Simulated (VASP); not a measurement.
# PbSe (Fm-3m) in VASP: single point with HSE06

Aim: the single point of PbSe with HSE06.

All numbers are computed with VASP 6.6.1; they aren't measurements. Logs are shortened: lines on timing, memory, paths and dates and some standing lists are left out, and cuts for length are marked.

## (1) The cell of the first run

Symmetry: Fm-3m, No. 225, cubic system. The conventional cell has a = 6.173 Å, b = 6.173 Å, c = 6.173 Å, α = 90.00°, β = 90.00°, γ = 90.00°. Pb (site symmetry m-3m) has 6 Se at 3.09 Å within 4.1 Å. Within 4.1 Å of Se (site symmetry m-3m) lie 6 Pb at 3.09 Å.

## (2) Single point, HSE06

The input, POSCAR:

```
PbSe
1.0
    0.0000000000      3.0863611173      3.0863611173
    3.0863611173      0.0000000000      3.0863611173
    3.0863611173      3.0863611173      0.0000000000
Pb Se
1 1
Direct
    0.0000000000      0.0000000000      0.0000000000
    0.5000000000      0.5000000000      0.5000000000
```

The input, INCAR.step1:

```
ALGO = Normal
EDIFF = 1E-5
ENCUT = 520
GGA = PE
ISIF = 2
ISMEAR = -1
LASPH = T
LCHARG = F
LREAL = F
LWAVE = T
NBANDS = 17
NELM = 100
PREC = Accurate
SIGMA = 0.02
```

The input, INCAR.step2:

```
ALGO = Normal
EDIFF = 1E-6
ENCUT = 520
GGA = PE
HFSCREEN = 0.2079
ISIF = 2
ISMEAR = -1
ISTART = 1
LASPH = T
LCHARG = F
LHFCALC = T
LREAL = F
LWAVE = F
NBANDS = 17
NELM = 100
PREC = Accurate
PRECFOCK = Normal
SIGMA = 0.02
```

The input, KPOINTS:

```
k-points
0
Gamma
  4 4 4
```

Potentials or basis: VASP PAW PBE potentials, release 64 (Pb_d, Se).

Started as:

```console
cat potpaw_PBE.64/Pb_d/POTCAR potpaw_PBE.64/Se/POTCAR > POTCAR
cp INCAR.step1 INCAR
mpirun -np 1 vasp_std > vasp.out
cp INCAR.step2 INCAR
mpirun -np 1 vasp_std > vasp.out
```

OUTCAR:

```text
EDIFF = 1E-6
   ENCUT = 520
   GGA = PE
   HFSCREEN = 0.2079
   ISIF = 2
   ISMEAR = -1
   ISTART = 1
   LASPH = T
   LHFCALC = T
   LREAL = F
   NELM = 100
   PREC = Accurate
   PRECFOCK = Normal

 ion  position               nearest neighbor table
   1  0.000  0.000  0.000-   2 3.09   2 3.09   2 3.09   2 3.09   2 3.09   2 3.09
   2  0.500  0.500  0.500-   1 3.09   1 3.09   1 3.09   1 3.09   1 3.09   1 3.09

  LATTYP: Found a face centered cubic cell.
 ALAT       =     6.1727222346

  Lattice vectors:

 A1 = (   0.0000000000,   3.0863611173,   3.0863611173)
 A2 = (   3.0863611173,   0.0000000000,   3.0863611173)
 A3 = (   3.0863611173,   3.0863611173,   0.0000000000)

Analysis of symmetry for initial positions (statically):
=====================================================================
 Subroutine PRICEL returns:
 Original cell was already a primitive cell.

 Routine SETGRP: Setting up the symmetry group for a
 face centered cubic supercell.

 Subroutine GETGRP returns: Found 48 space group operations
 (whereof 48 operations were pure point group operations)
 out of a pool of 48 trial point group operations.

The static configuration has the point symmetry O_h .

Analysis of symmetry for dynamics (positions and initial velocities):
=====================================================================
 Subroutine PRICEL returns:
 Original cell was already a primitive cell.

 Routine SETGRP: Setting up the symmetry group for a
 face centered cubic supercell.

 Subroutine GETGRP returns: Found 48 space group operations
 (whereof 48 operations were pure point group operations)
 out of a pool of 48 trial point group operations.

The dynamic configuration has the point symmetry O_h .

 Subroutine INISYM returns: Found 48 space group operations
 (whereof 48 operations are pure point group operations),
 and found     1 'primitive' translations

----------------------------------------------------------------------------------------

                                     Primitive cell

  volume of cell :      58.7990

  direct lattice vectors                    reciprocal lattice vectors
     0.000000000  3.086361117  3.086361117    -0.162003078  0.162003078  0.162003078
     3.086361117  0.000000000  3.086361117     0.162003078 -0.162003078  0.162003078
     3.086361117  3.086361117  0.000000000     0.162003078  0.162003078 -0.162003078

  length of vectors
     4.364773750  4.364773750  4.364773750     0.280597562  0.280597562  0.280597562

  position of ions in fractional coordinates (direct lattice)
     0.000000000  0.000000000  0.000000000
     0.500000000  0.500000000  0.500000000

  ion indices of the primitive-cell ions
   primitive index   ion index
                 1           1
                 2           2

----------------------------------------------------------------------------------------

 KPOINTS: k-points

Automatic generation of k-mesh.
 Grid dimensions read from file:
 generate k-points for:    4    4    4

 Generating k-lattice:

  Cartesian coordinates                     Fractional coordinates (reciprocal lattice)
    -0.040500769  0.040500769  0.040500769     0.250000000  0.000000000  0.000000000
     0.040500769 -0.040500769  0.040500769     0.000000000  0.250000000  0.000000000
     0.040500769  0.040500769 -0.040500769     0.000000000  0.000000000  0.250000000

  Length of vectors
     0.070149390  0.070149390  0.070149390

  Shift w.r.t. Gamma in fractional coordinates (k-lattice)
     0.000000000  0.000000000  0.000000000

 Subroutine IBZKPT returns following result:
 ===========================================

 Found      8 irreducible k-points:

 Following reciprocal coordinates:
            Coordinates               Weight
  0.000000  0.000000  0.000000      1.000000
  0.250000  0.000000  0.000000      8.000000
  0.500000  0.000000  0.000000      4.000000
  0.250000  0.250000  0.000000      6.000000
  0.500000  0.250000  0.000000     24.000000
 -0.250000  0.250000  0.000000     12.000000
  0.500000  0.500000  0.000000      3.000000
 -0.250000  0.500000  0.250000      6.000000
   k-points           NKPTS =      8   k-points in BZ     NKDIM =     64   number of bands    NBANDS=     17
   number of dos      NEDOS =    301   number of ions     NIONS =      2
   total plane-waves  NPLWV =  32768
   dimension x,y,z NGX =    32 NGY =   32 NGZ =   32
   dimension x,y,z NGXF=    64 NGYF=   64 NGZF=   64
   ions per type =               1   1
   NGX,Y,Z   is equivalent  to a cutoff of  12.19, 12.19, 12.19 a.u.
   NGXF,Y,Z  is equivalent  to a cutoff of  24.38, 24.38, 24.38 a.u.
 SYSTEM =  unknown system
   PREC   = accura    normal or accurate (medium, high low for compatibility)
   ISTART =      1    job   : 0-new  1-cont  2-samecut
   ICHARG =      0    charge: 1-file 2-atom 10-const
   ISPIN  =      1    spin polarized calculation?
   LNONCOLLINEAR =      F non collinear calculations
   LSORBIT =      F    spin-orbit coupling
   LASPH  =      T    aspherical Exc in radial PAW
   ENCUT  =  520.0 eV  38.22 Ry    6.18 a.u.   8.12  8.12  8.12*2*pi/ulx,y,z
   NELM   =    100;   NELMIN=  2; NELMDL=  0     # of ELM steps
   EDIFF  = 0.1E-05   stopping-criterion for ELM
   LREAL  =      F    real-space projection
   EDIFFG = 0.1E-04   stopping-criterion for IOM
   NSW    =      0    number of steps for IOM
   IBRION =     -1    ionic relax: 0-MD 1-quasi-New 2-CG
   NFREE  =      0    steps in history (QN), initial steepest desc. (CG)
   ISIF   =      2    stress and relaxation
   ISYM   =      3    0-nonsym 1-usesym 2-fastsym
   POTIM  = 0.5000    time-step for ionic-motion
   TEBEG  =    0.0;   TEEND  =   0.0 temperature during run
   PSTRESS=    0.0 pullay stress
   NELECT =      20.0000    total number of electrons
   NUPDOWN=      -1.0000    fix difference up-down
   EMIN   =  10.00;   EMAX   =-10.00  energy-range for DOS
   EFERMI =   0.00;   METHOD = LEGACY
   ISMEAR =    -1;   SIGMA  =   0.02  broadening in eV -4-tet -1-fermi 0-gaus
   EFERMI_NEDOS =   21; number of points for ismear=-14 and -15
   IALGO  =     38    algorithm
   IMIX   =      1    mixing-type and parameters
     AMIX     =   0.40;   BMIX     =  1.00
     AMIX_MAG =   1.60;   BMIX_MAG =  1.00
  volume/ion in A,a.u.               =      29.40       198.40
  Fermi-wavevector in a.u.,A,eV,Ry     =   1.142777  2.159535 17.768377  1.305939
  Thomas-Fermi vector in A             =   2.279474
   LORBIT       =      0    0 simple, 1 ext, 2 COOP (PROOUT), +10 PAW based schemes
   GGA     = PE    functional components
   LHFCALC =     T    Hartree Fock is set to
   PRECFOCK=normal    Normal, Fast or Accurate (Low or Medium for compatibility)
   ENCUT4O =  -1.0   cutoff for four orbital integrals eV
   NKREDX  =     1    reduce k-point grid by
   NKREDY  =     1    reduce k-point grid by
   NKREDZ  =     1    reduce k-point grid by
   AEXX    =    0.2500 exact exchange contribution
   HFSCREEN=    0.2079 screening length (either q_TF or 0.3 A-1)
   HFSCREENC=   0.2079 screening length for correlation (either q_TF or 0.3 A-1)
   ENCUTFOCK=  -1.0 apply spherical cutoff to Coloumb kernel
   IVDW    =     0    specifies the selected vdW correction
   LEPSILON=     F    determine dielectric tensor
   LRPA    =     F    only Hartree local field effects (RPA)
 non-spin polarized calculation
  energy-cutoff  :      520.00
  volume of cell :       58.80
 maximum number of plane-waves:      1604
  NGX = 28; NGY = 28; NGZ = 28

 number of electron      19.9999993 magnetization

 Free energy of the ion-electron system (eV)
  ---------------------------------------------------
  ext. energy  EPLUGINS =         0.00000000
  ---------------------------------------------------
  free energy    TOTEN  =        -9.72725001 eV

  energy without entropy =       -9.72725001  energy(sigma->0) =       -9.72725001

 E-fermi :   4.8434     XC(G=0):  -7.8403

 val. band max:        4.4455374796   @ k =   0.5000   0.0000   0.0000
 cond. band min:       5.2475228124   @ k =   0.5000   0.0000   0.0000
 fundamental gap:      0.8019853329
 Fermi energy:         4.8433929171

 k-point     1 :       0.0000    0.0000    0.0000
  band No.  band energies     occupation
      1     -14.1207      2.00000
      2     -14.1207      2.00000
      3     -14.1163      2.00000
      4     -14.1163      2.00000
      5     -14.1163      2.00000
      6     -10.3372      2.00000
[... 9 lines left out ...]
     16      11.6806      0.00000
     17      13.4037      0.00000

 k-point     2 :       0.2500    0.0000    0.0000
  band No.  band energies     occupation
      1     -14.1330      2.00000
      2     -14.1330      2.00000
      3     -14.1149      2.00000
      4     -14.1022      2.00000
      5     -14.1022      2.00000
      6      -9.8707      2.00000
[... 9 lines left out ...]
     16      12.9479      0.00000
     17      16.4415      0.00000

 k-point     3 :       0.5000    0.0000    0.0000
  band No.  band energies     occupation
      1     -14.1457      2.00000
      2     -14.1457      2.00000
      3     -14.1140      2.00000
      4     -14.0875      2.00000
      5     -14.0875      2.00000
      6      -9.2242      2.00000
[... 9 lines left out ...]
     16      15.5268      0.00000
     17      15.5268      0.00000

 k-point     4 :       0.2500    0.2500    0.0000
  band No.  band energies     occupation
      1     -14.1676      2.00000
      2     -14.1243      2.00000
      3     -14.1122      2.00000
      4     -14.0970      2.00000
      5     -14.0970      2.00000
      6      -9.7002      2.00000
[... 9 lines left out ...]
     16      14.8861      0.00000
     17      14.8864      0.00000

 k-point     5 :       0.5000    0.2500    0.0000
  band No.  band energies     occupation
      1     -14.1915      2.00000
      2     -14.1235      2.00000
      3     -14.1172      2.00000
      4     -14.0910      2.00000
      5     -14.0833      2.00000
      6      -9.0483      2.00000
[... 9 lines left out ...]
     16      16.0818      0.00000
     17      16.6826      0.00000

 k-point     6 :      -0.2500    0.2500    0.0000
  band No.  band energies     occupation
      1     -14.1578      2.00000
      2     -14.1374      2.00000
      3     -14.1068      2.00000
      4     -14.0974      2.00000
      5     -14.0953      2.00000
      6      -9.2736      2.00000
[... 9 lines left out ...]
     16      14.7672      0.00000
     17      15.6607      0.00000

 k-point     7 :       0.5000    0.5000    0.0000
  band No.  band energies     occupation
      1     -14.2415      2.00000
      2     -14.1324      2.00000
      3     -14.1038      2.00000
      4     -14.0763      2.00000
      5     -14.0763      2.00000
      6      -8.8462      2.00000
[... 9 lines left out ...]
     16      16.8739      0.00000
     17      18.0569      0.00000

 k-point     8 :      -0.2500    0.5000    0.2500
  band No.  band energies     occupation
      1     -14.2076      2.00000
      2     -14.1237      2.00000
      3     -14.1053      2.00000
      4     -14.1053      2.00000
      5     -14.0763      2.00000
      6      -8.8156      2.00000
[... 9 lines left out ...]
     16      17.1225      0.00000
     17      17.9971      0.00000

------------------------ aborting loop because EDIFF is reached ----------------------------------------

  FORCE on cell =-STRESS in cart. coord.  units (eV):
  Direction    XX          YY          ZZ          XY          YZ          ZX
  --------------------------------------------------------------------------------------
  -------------------------------------------------------------------------------------
  Total       -0.0391678     -0.0391678     -0.0391678      0.0000000      0.0000000     -0.0000000
  in kB       -1.0672578     -1.0672578     -1.0672578      0.0000000      0.0000000     -0.0000000
  external PRESSURE =      -1.0672578 kB  Pullay stress =       0.0000000 kB

 VOLUME and BASIS-vectors are now :
 -----------------------------------------------------------------------------
  energy-cutoff  :      520.00
  volume of cell :       58.80
      direct lattice vectors                 reciprocal lattice vectors
     0.000000000  3.086361117  3.086361117    -0.162003078  0.162003078  0.162003078
     3.086361117  0.000000000  3.086361117     0.162003078 -0.162003078  0.162003078
     3.086361117  3.086361117  0.000000000     0.162003078  0.162003078 -0.162003078

 POSITION                                       TOTAL-FORCE (eV/Angst)
 -----------------------------------------------------------------------------------
      0.00000      0.00000      0.00000        -0.000000      0.000000     -0.000000
      3.08636      3.08636      3.08636         0.000000     -0.000000      0.000000
 -----------------------------------------------------------------------------------
    total drift:                               -0.000001     -0.000001     -0.000001

  FREE ENERGIE OF THE ION-ELECTRON SYSTEM (eV)
  ---------------------------------------------------
  free  energy   TOTEN  =        -9.7272500055 eV

  energy  without entropy=       -9.7272500053  energy(sigma->0) =       -9.72725001
```

It took 28 min on 1 thread of Intel Xeon 8259CL, shared host; peak memory 0.3 GiB.

What came out:

| Property | Result |
| --- | --- |
| Free energy | -9.7273 eV |
| Pressure | -0.1 GPa |
| Band gap on the k mesh | 0.80 eV |

Levels at points of the mesh, in eV from the valence-band top:
```tsv
k point	band 6	band 7	band 8	band 9	band 10	band 11	band 12	band 13	band 14	band 15
(0.00, 0.00, 0.00)	-14.78	-6.66	-2.04	-2.04	-2.04	5.45	5.45	5.45	7.24	7.24
(0.50, 0.00, 0.00)	-13.67	-9.43	-1.64	-1.64	0.00	0.80	2.25	2.25	9.32	11.02
(0.50, 0.50, 0.00)	-13.29	-7.84	-5.35	-3.48	-3.48	4.29	6.39	6.39	6.84	12.18
```

Caveat: the k points lie up to 0.44 Å⁻¹ apart; the PAW data sets were made with another functional, which shifts forces and pressure a little; spin-orbit coupling is left out, which moves the levels of the heavy elements. A k mesh can miss the band edges.
